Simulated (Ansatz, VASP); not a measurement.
## RhC2: VASP beside Ansatz

The input INCAR:

```
SYSTEM = RhC2
PREC = Accurate
ENCUT = 520
EDIFF = 1E-6
ISMEAR = 0
SIGMA = 0.05
LREAL = .FALSE.
LASPH = .TRUE.
NELM = 80
ALGO = Normal
ISIF = 2
LWAVE = .FALSE.
LCHARG = .TRUE.
GGA = PS
LELF = .TRUE.
LVHAR = .TRUE.
NBANDS = 18
```

The input KPOINTS:

```
regular mesh
0
G
  12 12 12
  0 0 0
```

Contents of POSCAR:

```
RhC2
1.0
    0.0000000000      2.4733746978      2.4733746978
    2.4733746978      0.0000000000      2.4733746978
    2.4733746978      2.4733746978      0.0000000000
Rh C
1 2
Direct
    0.0000000000      0.0000000000      0.0000000000
    0.2500000000      0.2500000000      0.2500000000
    0.7500000000      0.7500000000      0.7500000000
```

Input for Ansatz:

```yaml
crystal:
  lattice:
    - [0.0, 2.4733746978, 2.4733746978]
    - [2.4733746978, 0.0, 2.4733746978]
    - [2.4733746978, 2.4733746978, 0.0]
  atoms:
    - { symbol: Rh, position: [0.0, 0.0, 0.0] }
    - { symbol: C, position: [0.25, 0.25, 0.25] }
    - { symbol: C, position: [0.75, 0.75, 0.75] }
basis:
  ecutwfc: 420
  ecutrho_ratio: 4
kpoints:
  mp_grid: { grid: [12, 12, 12] }
hamiltonian:
  xc: pbesol
scf:
  occupations: { method: gaussian, width: 0.05 }
output:
  forces: true
  stress: true
  eigenvalues: true
  write_density: true
  write_potential: true
  elf: true
  volumetric_format: npy
```

Alike in both runs: task single point; functional PBEsol; k mesh 12 × 12 × 12; occupations gaussian, width 0.05 eV; no spin polarisation.

|  | VASP | Ansatz |
| --- | --- | --- |
| version | VASP 6.6.1 | Ansatz 0.2.0 |
| potentials or method | VASP PAW PBE potentials, release 64 (Rh_pv, C), cutoff 520 eV | scalar-relativistic, plane waves, PAW |
| valence electrons in the cell | 23 | 25 |

|  | VASP | Ansatz | Ansatz less VASP |
| --- | --- | --- | --- |
| gap on the k mesh at the Fermi level (eV) | none | none | - |
| pressure (GPa) | -10.0 | -10.0 | +0.05 |

VASP's potentials were made for PBE, not for PBEsol. A gap of «none» marks a metal or a gap that the smearing closes. VASP's potentials hold 23 valence electrons a cell and Ansatz's 25, so a difference there can come from the potentials and not from the codes.
